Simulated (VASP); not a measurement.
Input of a VASP 6.6.1 run:

Contents of INCAR:

```
SYSTEM = Cr
  ALGO = Normal
  EDIFF = 1E-6
  ENCUT = 700
  GGA = PE
  GGA_COMPAT = .FALSE.
  ISIF = 2
  ISMEAR = -1
  ISPIN = 2
  LASPH = .TRUE.
  LCHARG = .TRUE.
  LELF = .TRUE.
  LMAXMIX = 4
  LORBIT = 11
  LREAL = .FALSE.
  LVHAR = .TRUE.
  LWAVE = .FALSE.
  MAGMOM = 1.5
  NBANDS = 17
  NELM = 200
  NUPDOWN = 1.5
  PREC = Accurate
  SIGMA = 0.05
```

File KPOINTS:

```
k-points
0
G
  10 10 10
  0 0 0
```

POSCAR

```
Cr
1.0
   -0.0174283700      1.8156326700      1.8106573700
    1.8310089900     -0.0170405700      1.8102695700
    1.8558983200      1.8401342100     -0.0419299100
Cr
1
Direct
    0.0000000000      0.0000000000      0.0000000000
```

Potentials or basis: VASP PAW PBE potentials, release 64 (Cr_sv).

Command:

```console
$ cat potpaw_PBE.64/Cr_sv/POTCAR > POTCAR
$ mpirun -np 1 vasp_std > vasp.out
```

Question: Predict the pressure.

Answer: -0.4 GPa.

Stress tensor (GPa, compression positive):
```
-0.73 -0.39  3.00
-0.39 -0.32  3.00
 3.00  3.00 -0.10
```

Caveat: the total moment is fixed, so each spin has its own Fermi level and the state may be an excited one.
